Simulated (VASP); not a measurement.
# Sb (I4/mcm) in VASP: settings compared

Sb is run at these levels: LDA, r2SCAN; tasks: single point.

All numbers are computed with VASP 6.6.1; they aren't measurements. Logs are shortened: lines on timing, memory, paths and dates and some standing lists are left out, and cuts for length are marked.

## 1. The cell of the first run

Symmetry: I4/mcm, No. 140, tetragonal system. The conventional cell has a = 8.113 Å, b = 8.113 Å, c = 4.078 Å, α = 90.00°, β = 90.00°, γ = 90.00°. Sb (site symmetry m2m) has 7 Sb at 3.05 to 3.47 Å within 4.0 Å.

## 2. Single point, LDA

Input file INCAR:

```
SYSTEM = Sb
  PREC = Accurate
  ENCUT = 520
  EDIFF = 1E-7
  ISMEAR = -1
  SIGMA = 0.05
  LREAL = .FALSE.
  LASPH = .TRUE.
  NELM = 60
  ALGO = Normal
  ISIF = 2
  LWAVE = .FALSE.
  LCHARG = .FALSE.
  NBANDS = 18
```

Input file KPOINTS:

```
regular mesh
0
G
  7 7 7
  0 0 0
```

Input file POSCAR:

```
Sb
1.0
   -4.0567002343      4.0567002343      2.0389009140
    4.0567002343     -4.0567002343      2.0389009140
    4.0567002343      4.0567002343     -2.0389009140
Sb
4
Direct
    0.6512630600      0.1512630600      0.8025261200
    0.1512630600      0.3487369400      0.5000000000
    0.3487369400      0.8487369400      0.1974738800
    0.8487369400      0.6512630600      0.5000000000
```

Potentials or basis: VASP PAW LDA potentials, release 64 (Sb).

Launch:

```console
$ cat potpaw_LDA.64/Sb/POTCAR > POTCAR
$ mpirun -np 1 vasp_std > vasp.out
```

OUTCAR:

```text
SYSTEM = Sb
   PREC = Accurate
   ENCUT = 520
   EDIFF = 1E-7
   ISMEAR = -1
   LREAL = .FALSE.
   LASPH = .TRUE.
   NELM = 60
   ISIF = 2

 ion  position               nearest neighbor table
   1  0.651  0.151  0.803-   3 3.05   3 3.05   2 3.19   4 3.19   2 3.19   4 3.19   3 3.47
   2  0.151  0.349  0.500-   4 3.05   4 3.05   1 3.19   3 3.19   1 3.19   3 3.19   4 3.47
   3  0.349  0.849  0.197-   1 3.05   1 3.05   2 3.19   4 3.19   4 3.19   2 3.19   1 3.47
   4  0.849  0.651  0.500-   2 3.05   2 3.05   1 3.19   3 3.19   3 3.19   1 3.19   2 3.47

  LATTYP: Found a body centered tetragonal cell.
 ALAT       =     8.1134004686
 C/A-ratio  =     0.5026008323

  Lattice vectors:

 A1 = (  -4.0567002343,   4.0567002343,   2.0389009140)
 A2 = (   4.0567002343,  -4.0567002343,   2.0389009140)
 A3 = (   4.0567002343,   4.0567002343,  -2.0389009140)

Analysis of symmetry for initial positions (statically):
=====================================================================
 Subroutine PRICEL returns:
 Original cell was already a primitive cell.

 Routine SETGRP: Setting up the symmetry group for a
 body centered tetragonal supercell.

 Subroutine GETGRP returns: Found 16 space group operations
 (whereof  8 operations were pure point group operations)
 out of a pool of 16 trial point group operations.

The static configuration has the point symmetry C_4h.
 The point group associated with its full space group is D_4h.

Analysis of symmetry for dynamics (positions and initial velocities):
=====================================================================
 Subroutine PRICEL returns:
 Original cell was already a primitive cell.

 Routine SETGRP: Setting up the symmetry group for a
 body centered tetragonal supercell.

 Subroutine GETGRP returns: Found 16 space group operations
 (whereof  8 operations were pure point group operations)
 out of a pool of 16 trial point group operations.

The dynamic configuration has the point symmetry C_4h.
 The point group associated with its full space group is D_4h.

 Subroutine INISYM returns: Found 16 space group operations
 (whereof  8 operations are pure point group operations),
 and found     1 'primitive' translations

----------------------------------------------------------------------------------------

                                     Primitive cell

  volume of cell :     134.2153

  direct lattice vectors                    reciprocal lattice vectors
    -4.056700234  4.056700234  2.038900914     0.000000000  0.123252883  0.245230161
     4.056700234 -4.056700234  2.038900914     0.123252883  0.000000000  0.245230161
     4.056700234  4.056700234 -2.038900914     0.123252883  0.123252883  0.000000000

  length of vectors
     6.088575410  6.088575410  6.088575410     0.274461482  0.274461482  0.174305899

  position of ions in fractional coordinates (direct lattice)
     0.651263060  0.151263060  0.802526120
     0.151263060  0.348736940  0.500000000
     0.348736940  0.848736940  0.197473880
     0.848736940  0.651263060  0.500000000

  ion indices of the primitive-cell ions
   primitive index   ion index
                 1           1
                 2           2
                 3           3
                 4           4

----------------------------------------------------------------------------------------

 KPOINTS: regular mesh

Automatic generation of k-mesh.
 Grid dimensions read from file:
 generate k-points for:    7    7    7

 Generating k-lattice:

  Cartesian coordinates                     Fractional coordinates (reciprocal lattice)
     0.000000000  0.017607555  0.035032880     0.142857143  0.000000000  0.000000000
     0.017607555  0.000000000  0.035032880     0.000000000  0.142857143  0.000000000
     0.017607555  0.017607555  0.000000000     0.000000000  0.000000000  0.142857143

  Length of vectors
     0.039208783  0.039208783  0.024900843

  Shift w.r.t. Gamma in fractional coordinates (k-lattice)
     0.000000000  0.000000000  0.000000000

 Subroutine IBZKPT returns following result:
 ===========================================

 Found     40 irreducible k-points:

 Following reciprocal coordinates:
            Coordinates               Weight
  0.000000  0.000000  0.000000      1.000000
  0.142857  0.000000  0.000000      8.000000
  0.285714  0.000000 -0.000000      8.000000
  0.428571  0.000000  0.000000      8.000000
  0.142857  0.142857  0.000000      8.000000
  0.285714  0.142857 -0.000000     16.000000
[... 16 lines left out ...]
 -0.142857  0.285714  0.142857      8.000000
 -0.428571  0.428571  0.142857      8.000000
 [... further k-points ...]
   k-points           NKPTS =     40   k-points in BZ     NKDIM =     40   number of bands    NBANDS=     18
   number of dos      NEDOS =    301   number of ions     NIONS =      4
   total plane-waves  NPLWV = 110592
   dimension x,y,z NGX =    48 NGY =   48 NGZ =   48
   dimension x,y,z NGXF=    96 NGYF=   96 NGZF=   96
   ions per type =               4
   NGX,Y,Z   is equivalent  to a cutoff of  13.11, 13.11, 13.11 a.u.
   NGXF,Y,Z  is equivalent  to a cutoff of  26.21, 26.21, 26.21 a.u.
 SYSTEM =  Sb
   PREC   = accura    normal or accurate (medium, high low for compatibility)
   ISTART =      0    job   : 0-new  1-cont  2-samecut
   ICHARG =      2    charge: 1-file 2-atom 10-const
   ISPIN  =      1    spin polarized calculation?
   LNONCOLLINEAR =      F non collinear calculations
   LSORBIT =      F    spin-orbit coupling
   LASPH  =      T    aspherical Exc in radial PAW
   ENCUT  =  520.0 eV  38.22 Ry    6.18 a.u.  11.32 11.32 11.32*2*pi/ulx,y,z
   NELM   =     60;   NELMIN=  2; NELMDL= -5     # of ELM steps
   EDIFF  = 0.1E-06   stopping-criterion for ELM
   LREAL  =      F    real-space projection
   EDIFFG = 0.1E-05   stopping-criterion for IOM
   NSW    =      0    number of steps for IOM
   IBRION =     -1    ionic relax: 0-MD 1-quasi-New 2-CG
   NFREE  =      0    steps in history (QN), initial steepest desc. (CG)
   ISIF   =      2    stress and relaxation
   ISYM   =      2    0-nonsym 1-usesym 2-fastsym
   POTIM  = 0.5000    time-step for ionic-motion
   TEBEG  =    0.0;   TEEND  =   0.0 temperature during run
   PSTRESS=    0.0 pullay stress
   NELECT =      20.0000    total number of electrons
   NUPDOWN=      -1.0000    fix difference up-down
   EMIN   =  10.00;   EMAX   =-10.00  energy-range for DOS
   EFERMI =   0.00;   METHOD = LEGACY
   ISMEAR =    -1;   SIGMA  =   0.05  broadening in eV -4-tet -1-fermi 0-gaus
   EFERMI_NEDOS =   21; number of points for ismear=-14 and -15
   IALGO  =     38    algorithm
   IMIX   =      4    mixing-type and parameters
     AMIX     =   0.40;   BMIX     =  1.00
     AMIX_MAG =   1.60;   BMIX_MAG =  1.00
  volume/ion in A,a.u.               =      33.55       226.43
  Fermi-wavevector in a.u.,A,eV,Ry     =   0.867929  1.640148 10.249278  0.753301
  Thomas-Fermi vector in A             =   1.986534
   LORBIT       =      0    0 simple, 1 ext, 2 COOP (PROOUT), +10 PAW based schemes
   GGA     = CA    functional components
   LHFCALC =     F    Hartree Fock is set to
   AEXX    =    0.0000 exact exchange contribution
   IVDW    =     0    specifies the selected vdW correction
   LEPSILON=     F    determine dielectric tensor
   LRPA    =     F    only Hartree local field effects (RPA)
 non-spin polarized calculation
  energy-cutoff  :      520.00
  volume of cell :      134.22
 maximum number of plane-waves:      3637
 NGX is ok and might be reduce to    48
   NGX = 23   NGY = 23   NGZ = 23

 number of electron      20.0000001 magnetization

 Free energy of the ion-electron system (eV)
  ---------------------------------------------------
  ext. energy  EPLUGINS =         0.00000000
  ---------------------------------------------------
  free energy    TOTEN  =       -18.09428667 eV

  energy without entropy =      -18.06766657  energy(sigma->0) =      -18.08097662

 E-fermi :   5.7157     XC(G=0):  -9.1259

 val. band max:        5.7089818705   @ k =  -0.4286  -0.4286   0.4286
 cond. band min:       5.7167507358   @ k =   0.1429   0.1429   0.1429
 fundamental gap:      0.0077688653
 Fermi energy:         5.7156990288

 k-point     1 :       0.0000    0.0000    0.0000
  band No.  band energies     occupation
      1      -6.6377      2.00000
      2      -3.3840      2.00000
      3      -2.1938      2.00000
      4      -2.1938      2.00000
      5       1.0660      2.00000
      6       4.2281      2.00000
[... 10 lines left out ...]
     17      11.2431      0.00000
     18      12.3755      0.00000

 k-point     2 :       0.1429    0.0000    0.0000
  band No.  band energies     occupation
      1      -6.4192      2.00000
      2      -3.4316      2.00000
      3      -2.2588      2.00000
      4      -1.9612      2.00000
      5       1.4094      2.00000
      6       2.6136      2.00000
[... 10 lines left out ...]
     17      10.2561      0.00000
     18      11.9249      0.00000

 k-point     3 :       0.2857    0.0000   -0.0000
  band No.  band energies     occupation
      1      -5.7695      2.00000
      2      -3.3778      2.00000
      3      -2.4157      2.00000
      4      -2.0728      2.00000
      5       1.4530      2.00000
      6       1.4805      2.00000
[... 10 lines left out ...]
     17      10.4913      0.00000
     18      12.5245      0.00000

 k-point     4 :       0.4286    0.0000    0.0000
  band No.  band energies     occupation
      1      -4.7174      2.00000
      2      -3.4276      2.00000
      3      -2.9744      2.00000
      4      -2.6817      2.00000
      5       0.9144      2.00000
      6       1.0585      2.00000
[... 375 lines left out ...]
      4      -1.1198      2.00000
      5       2.2506      2.00000
      6       2.8161      2.00000
[... 10 lines left out ...]
     17       9.9320      0.00000
     18      10.9990      0.00000

 k-point    23 :      -0.1429    0.2857    0.1429
  band No.  band energies     occupation
      1      -6.1377      2.00000
      2      -4.0377      2.00000
      3      -2.9706      2.00000
      4      -1.2217      2.00000
      5       2.2318      2.00000
      6       2.4437      2.00000
[... 10 lines left out ...]
     17      10.6437      0.00000
     18      11.2969      0.00000

 k-point    24 :      -0.4286    0.4286    0.1429
  band No.  band energies     occupation
      1      -6.0572      2.00000
      2      -4.7706      2.00000
      3      -2.9400      2.00000
      4      -0.9416      2.00000
      5       2.3851      2.00000
      6       3.1420      2.00000
[... 10 lines left out ...]
     17       9.9592      0.00000
     18      10.6083      0.00000

 [... further k-points ...]
[... 5 lines left out ...]
  --------------------------------------------------------------------------------------
  -------------------------------------------------------------------------------------
  Total       -2.0289620     -2.0289620     -2.4036296      0.0000000      0.0000000     -0.0000000
  in kB      -24.2204693    -24.2204693    -28.6930152      0.0000000      0.0000000     -0.0000000
  external PRESSURE =     -25.7113180 kB  Pullay stress =       0.0000000 kB

 VOLUME and BASIS-vectors are now :
 -----------------------------------------------------------------------------
  energy-cutoff  :      520.00
  volume of cell :      134.22
      direct lattice vectors                 reciprocal lattice vectors
    -4.056700234  4.056700234  2.038900914     0.000000000  0.123252883  0.245230161
     4.056700234 -4.056700234  2.038900914     0.123252883  0.000000000  0.245230161
     4.056700234  4.056700234 -2.038900914     0.123252883  0.123252883  0.000000000

 POSITION                                       TOTAL-FORCE (eV/Angst)
 -----------------------------------------------------------------------------------
      1.22726      5.28396     -0.00000        -0.052096     -0.052096      0.000000
      2.82944      1.22726      0.00000         0.052096     -0.052096     -0.000000
      2.82944     -1.22726      2.03890         0.052096      0.052096     -0.000000
      1.22726      2.82944      2.03890        -0.052096      0.052096     -0.000000
 -----------------------------------------------------------------------------------
    total drift:                                0.000000     -0.000000     -0.000000

  FREE ENERGIE OF THE ION-ELECTRON SYSTEM (eV)
  ---------------------------------------------------
  free  energy   TOTEN  =       -18.0942866727 eV

  energy  without entropy=      -18.0676665714  energy(sigma->0) =      -18.08097662
```

Wall time 84 s (1 thread of Intel Xeon Platinum 8259CL at 2.50GHz (Skylake/Cascade Lake), shared host); peak memory 0.27 GiB.

Results:

- Free energy: -18.0943 eV
- Pressure: -2.6 GPa
- Largest force: 0.074 eV/Å
- Band gap on the k mesh: zero (band 10 reaches 6.34 eV, above the bottom of band 11 at 4.82 eV)

Forces on the atoms (eV/Å):
```
Sb  -0.052 -0.052  0.000
Sb   0.052 -0.052  0.000
Sb   0.052  0.052  0.000
Sb  -0.052  0.052  0.000
```

Caveat: spin-orbit coupling is left out, which moves the levels of the heavy elements.

## 3. Single point, LDA

This run uses another cell than the first one, of 34.21 Å³/atom, 1.020 times its volume.

Input file INCAR:

```
PREC = Accurate
ENCUT = 520
EDIFF = 1E-6
ISMEAR = -1
SIGMA = 0.05
LREAL = False
LASPH = True
NELM = 100
ALGO = Normal
ISIF = 2
LWAVE = False
LCHARG = False
GGA = CA
NBANDS = 18
```

Input file KPOINTS:

```
Automatic mesh
0
Gamma
  7 7 7
```

Input file POSCAR:

```
Sb
1.0
   -4.0830431818      4.0830431818      2.0521409013
    4.0830431818     -4.0830431818      2.0521409013
    4.0830431818      4.0830431818     -2.0521409013
Sb
4
Direct
    0.6512630600      0.1512630600      0.8025261200
    0.1512630600      0.3487369400      0.5000000000
    0.3487369400      0.8487369400      0.1974738800
    0.8487369400      0.6512630600      0.5000000000
```

Potentials or basis: VASP PAW LDA potentials, release 64 (Sb).

Launch:

```console
$ cat potpaw_LDA.64/Sb/POTCAR > POTCAR
$ mpirun -np 1 vasp_std > vasp.out
```

OUTCAR:

```text
PREC = Accurate
   ENCUT = 520
   EDIFF = 1E-6
   ISMEAR = -1
   LREAL = False
   LASPH = True
   NELM = 100
   ISIF = 2
   GGA = CA

 ion  position               nearest neighbor table
   1  0.651  0.151  0.803-   3 3.07   3 3.07   2 3.21   4 3.21   2 3.21   4 3.21   3 3.49
   2  0.151  0.349  0.500-   4 3.07   4 3.07   1 3.21   3 3.21   1 3.21   3 3.21   4 3.49
   3  0.349  0.849  0.197-   1 3.07   1 3.07   2 3.21   4 3.21   4 3.21   2 3.21   1 3.49
   4  0.849  0.651  0.500-   2 3.07   2 3.07   1 3.21   3 3.21   3 3.21   1 3.21   2 3.49

  LATTYP: Found a body centered tetragonal cell.
 ALAT       =     8.1660863636
 C/A-ratio  =     0.5026008323

  Lattice vectors:

 A1 = (  -4.0830431818,   4.0830431818,   2.0521409013)
 A2 = (   4.0830431818,  -4.0830431818,   2.0521409013)
 A3 = (   4.0830431818,   4.0830431818,  -2.0521409013)

Analysis of symmetry for initial positions (statically):
=====================================================================
 Subroutine PRICEL returns:
 Original cell was already a primitive cell.

 Routine SETGRP: Setting up the symmetry group for a
[... 169 lines left out ...]
  ---------------------------------------------------
  free energy    TOTEN  =       -18.04537889 eV

  energy without entropy =      -18.01767274  energy(sigma->0) =      -18.03152582

 E-fermi :   5.4955     XC(G=0):  -9.0486

 val. band max:        5.4900473891   @ k =   0.2857   0.2857   0.0000
 cond. band min:       5.4972413761   @ k =   0.1429   0.1429   0.1429
 fundamental gap:      0.0071939870
 Fermi energy:         5.4955364253

 k-point     1 :       0.0000    0.0000    0.0000
  band No.  band energies     occupation
      1      -6.7132      2.00000
      2      -3.5440      2.00000
      3      -2.3802      2.00000
      4      -2.3802      2.00000
      5       0.9542      2.00000
      6       4.0535      2.00000
[... 481 lines left out ...]
      5       2.2544      2.00000
      6       2.9467      2.00000
[... 10 lines left out ...]
     17       9.6963      0.00000
     18      10.3774      0.00000

 [... further k-points ...]
[... 5 lines left out ...]
  --------------------------------------------------------------------------------------
  -------------------------------------------------------------------------------------
  Total       -2.6639139     -2.6639139     -3.3199508      0.0000000      0.0000000     -0.0000000
  in kB      -31.1885836    -31.1885836    -38.8693357      0.0000000      0.0000000     -0.0000000
  external PRESSURE =     -33.7488343 kB  Pullay stress =       0.0000000 kB

 VOLUME and BASIS-vectors are now :
 -----------------------------------------------------------------------------
  energy-cutoff  :      520.00
  volume of cell :      136.85
      direct lattice vectors                 reciprocal lattice vectors
    -4.083043182  4.083043182  2.052140901     0.000000000  0.122457681  0.243647987
     4.083043182 -4.083043182  2.052140901     0.122457681  0.000000000  0.243647987
     4.083043182  4.083043182 -2.052140901     0.122457681  0.122457681  0.000000000

 POSITION                                       TOTAL-FORCE (eV/Angst)
 -----------------------------------------------------------------------------------
      1.23523      5.31827     -0.00000        -0.070689     -0.070689      0.000000
      2.84782      1.23523      0.00000         0.070689     -0.070689     -0.000000
      2.84782     -1.23523      2.05214         0.070689      0.070689     -0.000000
      1.23523      2.84782      2.05214        -0.070689      0.070689     -0.000000
 -----------------------------------------------------------------------------------
    total drift:                               -0.000000     -0.000000      0.000000

  FREE ENERGIE OF THE ION-ELECTRON SYSTEM (eV)
  ---------------------------------------------------
  free  energy   TOTEN  =       -18.0453788943 eV

  energy  without entropy=      -18.0176727444  energy(sigma->0) =      -18.03152582
```

OSZICAR:

```text
N       E                     dE             d eps       ncg     rms          rms(c)
DAV:   1     0.953448177977E+02    0.95345E+02   -0.65664E+03  1440   0.865E+02
DAV:   2    -0.108362553341E+02   -0.10618E+03   -0.10231E+03  1894   0.147E+02
DAV:   3    -0.179923101742E+02   -0.71561E+01   -0.70225E+01  1874   0.433E+01
DAV:   4    -0.180963336404E+02   -0.10402E+00   -0.10381E+00  1708   0.579E+00
DAV:   5    -0.180988393049E+02   -0.25057E-02   -0.25056E-02  2032   0.997E-01    0.371E+00
DAV:   6    -0.180608802188E+02    0.37959E-01   -0.28730E-02  1612   0.716E-01    0.217E+00
DAV:   7    -0.180454612975E+02    0.15419E-01   -0.37992E-02  1616   0.807E-01    0.115E-01
DAV:   8    -0.180453454503E+02    0.11585E-03   -0.35250E-03  1538   0.316E-01    0.484E-02
DAV:   9    -0.180453667826E+02   -0.21332E-04   -0.29918E-04  1722   0.891E-02    0.391E-02
DAV:  10    -0.180453767197E+02   -0.99371E-05   -0.19571E-05  1644   0.237E-02    0.650E-03
DAV:  11    -0.180453787464E+02   -0.20267E-05   -0.20836E-06  1448   0.740E-03    0.237E-03
DAV:  12    -0.180453788943E+02   -0.14789E-06   -0.38973E-07   898   0.325E-03
   1 F= -.18045379E+02 E0= -.18031526E+02  d E =-.277061E-01
```

stdout:

```text
POSCAR found type information on POSCAR Sb
 POSCAR found :  1 types and       4 ions
 scaLAPACK will be used
 LDA part: xc-table for (Slater(with rela. corr.)+CA(PZ))
 , standard interpolation
 POSCAR, INCAR and KPOINTS ok, starting setup
 FFT: planning ... GRIDC
 FFT: planning ... GRID_SOFT
 FFT: planning ... GRID
 WAVECAR not read
 entering main loop
```

Run time: 89 s. Hardware: 1 thread of Intel Xeon Platinum 8259CL at 2.50GHz (Skylake/Cascade Lake), shared host; peak memory 0.27 GiB.

Results:

| Quantity | Value |
| --- | --- |
| Free energy | -18.0454 eV |
| Pressure | -3.4 GPa |
| Largest force | 0.100 eV/Å |
| Band gap on the k mesh | zero (band 10 reaches 6.13 eV, above the bottom of band 11 at 4.62 eV) |

Forces in eV/Å, atoms in the order of the input:
```
Sb  -0.071 -0.071  0.000
Sb   0.071 -0.071  0.000
Sb   0.071  0.071  0.000
Sb  -0.071  0.071  0.000
```

Caveat: spin-orbit coupling is left out, which moves the levels of the heavy elements.

[end of part 1 of 2]
